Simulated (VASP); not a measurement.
# Al (Pm-3m) in VASP: a series of runs

Runs on Al. Level: LDA. Tasks: single point, relaxation of cell and atoms.

All numbers are computed with VASP 6.6.1; they aren't measurements. Logs are shortened: lines on timing, memory, paths and dates and some standing lists are left out, and cuts for length are marked.

### 1 The cell of the first run

It takes space group Pm-3m (No. 221, cubic). Conventional cell: a = 2.684 Å, b = 2.684 Å, c = 2.684 Å, α = 90.00°, β = 90.00°, γ = 90.00°. Within 3.5 Å of Al (site symmetry m-3m) lie 6 Al at 2.68 Å.

### 2 Single point, LDA

INCAR

```
SYSTEM = Al
  ALGO = Normal
  EDIFF = 1E-6
  ENCUT = 520
  GGA = CA
  ISIF = 2
  ISMEAR = -1
  LASPH = .TRUE.
  LCHARG = .FALSE.
  LREAL = .FALSE.
  LWAVE = .FALSE.
  NBANDS = 8
  NELM = 100
  PREC = Accurate
  SIGMA = 0.1
```

KPOINTS

```
k-points
0
G
  9 9 9
  0 0 0
```

POSCAR

```
Al
1.0
    2.6837465878      0.0000000000      0.0000000000
    0.0000000000      2.6837465878      0.0000000000
    0.0000000000      0.0000000000      2.6837465878
Al
1
Direct
    0.0000000000      0.0000000000      0.0000000000
```

Potentials or basis: VASP PAW LDA potentials, release 64 (Al).

Started as:

```console
cat potpaw_LDA.64/Al/POTCAR > POTCAR
mpirun -np 1 vasp_std > vasp.out
```

OUTCAR:

```text
SYSTEM = Al
   EDIFF = 1E-6
   ENCUT = 520
   GGA = CA
   ISIF = 2
   ISMEAR = -1
   LASPH = .TRUE.
   LREAL = .FALSE.
   NELM = 100
   PREC = Accurate

 ion  position               nearest neighbor table
   1  0.000  0.000  0.000-

  LATTYP: Found a simple cubic cell.
 ALAT       =     2.6837465878

  Lattice vectors:

 A1 = (   2.6837465878,   0.0000000000,   0.0000000000)
 A2 = (   0.0000000000,   2.6837465878,   0.0000000000)
 A3 = (   0.0000000000,   0.0000000000,   2.6837465878)

Analysis of symmetry for initial positions (statically):
=====================================================================
 Subroutine PRICEL returns:
 Original cell was already a primitive cell.

 Routine SETGRP: Setting up the symmetry group for a
 simple cubic supercell.

 Subroutine GETGRP returns: Found 48 space group operations
 (whereof 48 operations were pure point group operations)
 out of a pool of 48 trial point group operations.

The static configuration has the point symmetry O_h .

Analysis of symmetry for dynamics (positions and initial velocities):
=====================================================================
 Subroutine PRICEL returns:
 Original cell was already a primitive cell.

 Routine SETGRP: Setting up the symmetry group for a
 simple cubic supercell.

 Subroutine GETGRP returns: Found 48 space group operations
 (whereof 48 operations were pure point group operations)
 out of a pool of 48 trial point group operations.

The dynamic configuration has the point symmetry O_h .

 Subroutine INISYM returns: Found 48 space group operations
 (whereof 48 operations are pure point group operations),
 and found     1 'primitive' translations

----------------------------------------------------------------------------------------

                                     Primitive cell

  volume of cell :      19.3297

  direct lattice vectors                    reciprocal lattice vectors
     2.683746588  0.000000000  0.000000000     0.372613422  0.000000000  0.000000000
     0.000000000  2.683746588  0.000000000     0.000000000  0.372613422  0.000000000
     0.000000000  0.000000000  2.683746588     0.000000000  0.000000000  0.372613422

  length of vectors
     2.683746588  2.683746588  2.683746588     0.372613422  0.372613422  0.372613422

  position of ions in fractional coordinates (direct lattice)
     0.000000000  0.000000000  0.000000000

  ion indices of the primitive-cell ions
   primitive index   ion index
                 1           1

----------------------------------------------------------------------------------------

 KPOINTS: k-points

Automatic generation of k-mesh.
 Grid dimensions read from file:
 generate k-points for:    9    9    9

 Generating k-lattice:

  Cartesian coordinates                     Fractional coordinates (reciprocal lattice)
     0.041401491  0.000000000  0.000000000     0.111111111  0.000000000  0.000000000
     0.000000000  0.041401491  0.000000000     0.000000000  0.111111111  0.000000000
     0.000000000  0.000000000  0.041401491     0.000000000  0.000000000  0.111111111

  Length of vectors
     0.041401491  0.041401491  0.041401491

  Shift w.r.t. Gamma in fractional coordinates (k-lattice)
     0.000000000  0.000000000  0.000000000

 Subroutine IBZKPT returns following result:
 ===========================================

 Found     35 irreducible k-points:

 Following reciprocal coordinates:
            Coordinates               Weight
  0.000000  0.000000  0.000000      1.000000
  0.111111  0.000000  0.000000      6.000000
  0.222222  0.000000  0.000000      6.000000
  0.333333  0.000000  0.000000      6.000000
  0.444444  0.000000  0.000000      6.000000
  0.111111  0.111111  0.000000     12.000000
[... 16 lines left out ...]
  0.333333  0.333333  0.111111     24.000000
  0.444444  0.333333  0.111111     48.000000
 [... further k-points ...]
   k-points           NKPTS =     35   k-points in BZ     NKDIM =     35   number of bands    NBANDS=      8
   number of dos      NEDOS =    301   number of ions     NIONS =      1
   total plane-waves  NPLWV =   8000
   dimension x,y,z NGX =    20 NGY =   20 NGZ =   20
   dimension x,y,z NGXF=    40 NGYF=   40 NGZF=   40
   ions per type =               1
   NGX,Y,Z   is equivalent  to a cutoff of  12.39, 12.39, 12.39 a.u.
   NGXF,Y,Z  is equivalent  to a cutoff of  24.78, 24.78, 24.78 a.u.
 SYSTEM =  Al
   PREC   = accura    normal or accurate (medium, high low for compatibility)
   ISTART =      0    job   : 0-new  1-cont  2-samecut
   ICHARG =      2    charge: 1-file 2-atom 10-const
   ISPIN  =      1    spin polarized calculation?
   LNONCOLLINEAR =      F non collinear calculations
   LSORBIT =      F    spin-orbit coupling
   LASPH  =      T    aspherical Exc in radial PAW
   ENCUT  =  520.0 eV  38.22 Ry    6.18 a.u.   4.99  4.99  4.99*2*pi/ulx,y,z
   NELM   =    100;   NELMIN=  2; NELMDL= -5     # of ELM steps
   EDIFF  = 0.1E-05   stopping-criterion for ELM
   LREAL  =      F    real-space projection
   EDIFFG = 0.1E-04   stopping-criterion for IOM
   NSW    =      0    number of steps for IOM
   IBRION =     -1    ionic relax: 0-MD 1-quasi-New 2-CG
   NFREE  =      0    steps in history (QN), initial steepest desc. (CG)
   ISIF   =      2    stress and relaxation
   ISYM   =      2    0-nonsym 1-usesym 2-fastsym
   POTIM  = 0.5000    time-step for ionic-motion
   TEBEG  =    0.0;   TEEND  =   0.0 temperature during run
   PSTRESS=    0.0 pullay stress
   NELECT =       3.0000    total number of electrons
   NUPDOWN=      -1.0000    fix difference up-down
   EMIN   =  10.00;   EMAX   =-10.00  energy-range for DOS
   EFERMI =   0.00;   METHOD = LEGACY
   ISMEAR =    -1;   SIGMA  =   0.10  broadening in eV -4-tet -1-fermi 0-gaus
   EFERMI_NEDOS =   21; number of points for ismear=-14 and -15
   IALGO  =     38    algorithm
   IMIX   =      4    mixing-type and parameters
     AMIX     =   0.40;   BMIX     =  1.00
     AMIX_MAG =   1.60;   BMIX_MAG =  1.00
  volume/ion in A,a.u.               =      19.33       130.44
  Fermi-wavevector in a.u.,A,eV,Ry     =   0.879779  1.662542 10.531068  0.774012
  Thomas-Fermi vector in A             =   2.000050
   LORBIT       =      0    0 simple, 1 ext, 2 COOP (PROOUT), +10 PAW based schemes
   GGA     = CA    functional components
   LHFCALC =     F    Hartree Fock is set to
   AEXX    =    0.0000 exact exchange contribution
   IVDW    =     0    specifies the selected vdW correction
   LEPSILON=     F    determine dielectric tensor
   LRPA    =     F    only Hartree local field effects (RPA)
 non-spin polarized calculation
  energy-cutoff  :      520.00
  volume of cell :       19.33
 maximum number of plane-waves:       530
 NGX is ok and might be reduce to    20
   NGX =  9   NGY =  9   NGZ =  9

 number of electron       3.0000000 magnetization

 Free energy of the ion-electron system (eV)
  ---------------------------------------------------
  ext. energy  EPLUGINS =         0.00000000
  ---------------------------------------------------
  free energy    TOTEN  =        -3.79908066 eV

  energy without entropy =       -3.78011172  energy(sigma->0) =       -3.78959619

 E-fermi :   5.8235     XC(G=0):  -9.7038

 val. band max:        5.7912056420   @ k =   0.4444   0.4444   0.3333
 cond. band min:       5.9711840479   @ k =   0.3333   0.2222   0.1111
 fundamental gap:      0.1799784059
 Fermi energy:         5.8235244003

 k-point     1 :       0.0000    0.0000    0.0000
  band No.  band energies     occupation
      1      -3.9387      2.00000
      2      13.9336      0.00000
      3      13.9336      0.00000
      4      15.1810      0.00000
      5      15.1810      0.00000
      6      15.1810      0.00000
      7      21.6644      0.00000
      8      30.1156      0.00000

 k-point     2 :       0.1111    0.0000    0.0000
  band No.  band energies     occupation
      1      -3.6885      2.00000
      2      11.1139      0.00000
      3      14.1417      0.00000
      4      15.3892      0.00000
      5      15.3892      0.00000
      6      17.5020      0.00000
      7      22.7035      0.00000
      8      28.4246      0.00000

 k-point     3 :       0.2222    0.0000    0.0000
  band No.  band energies     occupation
      1      -2.9421      2.00000
      2       7.8499      0.00000
      3      14.7394      0.00000
      4      16.0122      0.00000
      5      16.0122      0.00000
      6      19.3695      0.00000
      7      25.5229      0.00000
      8      25.6089      0.00000

 k-point     4 :       0.3333    0.0000    0.0000
  band No.  band energies     occupation
      1      -1.7146      2.00000
      2       4.8793      1.99984
      3      15.6114      0.00000
      4      17.0387      0.00000
      5      17.0387      0.00000
      6      20.8851      0.00000
      7      22.9570      0.00000
      8      22.9570      0.00000

 k-point     5 :       0.4444    0.0000    0.0000
  band No.  band energies     occupation
      1      -0.0742      2.00000
      2       2.3544      2.00000
      3      16.3966      0.00000
      4      18.3694      0.00000
      5      18.3694      0.00000
      6      20.7891      0.00000
      7      20.7891      0.00000
      8      22.2453      0.00000
[... 177 lines left out ...]
 k-point    22 :       0.4444    0.2222    0.1111
  band No.  band energies     occupation
      1       1.1500      2.00000
      2       3.5109      2.00000
      3      11.4896      0.00000
      4      14.3639      0.00000
      5      16.7379      0.00000
      6      18.7855      0.00000
      7      23.9361      0.00000
      8      25.9371      0.00000

 k-point    23 :       0.3333    0.3333    0.1111
  band No.  band energies     occupation
      1       0.7256      2.00000
      2       6.5196      0.00189
      3       7.9634      0.00000
      4      13.6392      0.00000
      5      16.3137      0.00000
      6      21.4038      0.00000
      7      22.9162      0.00000
      8      24.2057      0.00000

 k-point    24 :       0.4444    0.3333    0.1111
  band No.  band energies     occupation
      1       2.3514      2.00000
      2       4.6152      1.99999
      3       8.8079      0.00000
      4      11.4776      0.00000
      5      17.5854      0.00000
      6      19.7387      0.00000
      7      23.4053      0.00000
      8      25.4592      0.00000

 [... further k-points ...]
[... 5 lines left out ...]
  --------------------------------------------------------------------------------------
  -------------------------------------------------------------------------------------
  Total        0.0034614      0.0034614      0.0034614     -0.0000000     -0.0000000      0.0000000
  in kB        0.2869078      0.2869078      0.2869078     -0.0000000     -0.0000000      0.0000000
  external PRESSURE =       0.2869078 kB  Pullay stress =       0.0000000 kB

 VOLUME and BASIS-vectors are now :
 -----------------------------------------------------------------------------
  energy-cutoff  :      520.00
  volume of cell :       19.33
      direct lattice vectors                 reciprocal lattice vectors
     2.683746588  0.000000000  0.000000000     0.372613422  0.000000000  0.000000000
     0.000000000  2.683746588  0.000000000     0.000000000  0.372613422  0.000000000
     0.000000000  0.000000000  2.683746588     0.000000000  0.000000000  0.372613422

 POSITION                                       TOTAL-FORCE (eV/Angst)
 -----------------------------------------------------------------------------------
      0.00000      0.00000      0.00000         0.000000      0.000000      0.000000
 -----------------------------------------------------------------------------------
    total drift:                               -0.000000      0.000000      0.000000

  FREE ENERGIE OF THE ION-ELECTRON SYSTEM (eV)
  ---------------------------------------------------
  free  energy   TOTEN  =        -3.7990806591 eV

  energy  without entropy=       -3.7801117218  energy(sigma->0) =       -3.78959619
```

Wall time 2.4 s (1 thread of Intel Xeon Platinum 8259CL at 2.50GHz (Skylake/Cascade Lake), shared host); peak memory 0.11 GiB.

What came out:

```yaml
Free_energy: -3.7991 eV
Pressure: 0.0 GPa
```

Levels at points of the mesh, in eV from the Fermi level:
```csv
k point,band 1,band 2,band 3,band 4,band 5,band 6
"(0.00, 0.00, 0.00)",-9.76,8.11,8.11,9.36,9.36,9.36
```

### 3 Single point, LDA

This run uses another cell than the first one, of 19.41 Å³/atom, 1.004 times its volume.

INCAR

```
SYSTEM = Al
ALGO     = Normal         ! electronic algorithm
EDIFF    = 1E-6           ! SCF threshold, eV
ENCUT    = 520            ! plane-wave cutoff, eV
ISIF     = 2              ! what is computed and relaxed
ISMEAR   = -1             ! smearing method
LASPH    = .True.         ! aspherical terms in the spheres
LCHARG   = .False.        ! write CHGCAR
LREAL    = .False.        ! projectors in reciprocal space
LWAVE    = .False.        ! write WAVECAR
NBANDS   = 8              ! bands
NELM     = 80             ! most SCF steps
PREC     = Accurate       ! precision mode
SIGMA    = 0.1            ! smearing width, eV
```

KPOINTS

```
k-points
0
Gamma
  10 10 10
  0 0 0
```

POSCAR

```
Al
1.0
    2.6876278981      0.0000000000      0.0000000000
    0.0000000000      2.6876278981      0.0000000000
    0.0000000000      0.0000000000      2.6876278981
Al
1
Direct
    0.0000000000      0.0000000000      0.0000000000
```

Potentials or basis: VASP PAW LDA potentials, release 64 (Al).

Started as:

```console
cat potpaw_LDA.64/Al/POTCAR > POTCAR
mpirun -np 1 vasp_std > vasp.out
```

Wall time 3.4 s (1 thread of Intel Xeon Platinum 8259CL at 2.50GHz (Skylake/Cascade Lake), shared host); peak memory 0.11 GiB.

The run converged. Its results:

* Free energy: -3.8083 eV
* Pressure: 0.0 GPa

Levels at points of the mesh, in eV from the Fermi level:
```
           k point  band 1  band 2  band 3  band 4  band 5  band 6
(0.00, 0.00, 0.00)   -9.76    8.07    8.07    9.30    9.30    9.30
(0.50, 0.00, 0.00)   -5.30   -4.21   10.66   12.89   12.89   14.39
(0.50, 0.50, 0.00)   -0.57   -0.57   -0.24    2.17   16.51   17.01
(0.50, 0.50, 0.50)    2.92    2.92    2.92    5.63    5.63    5.63
```

(Continued in part 2 of 2.)
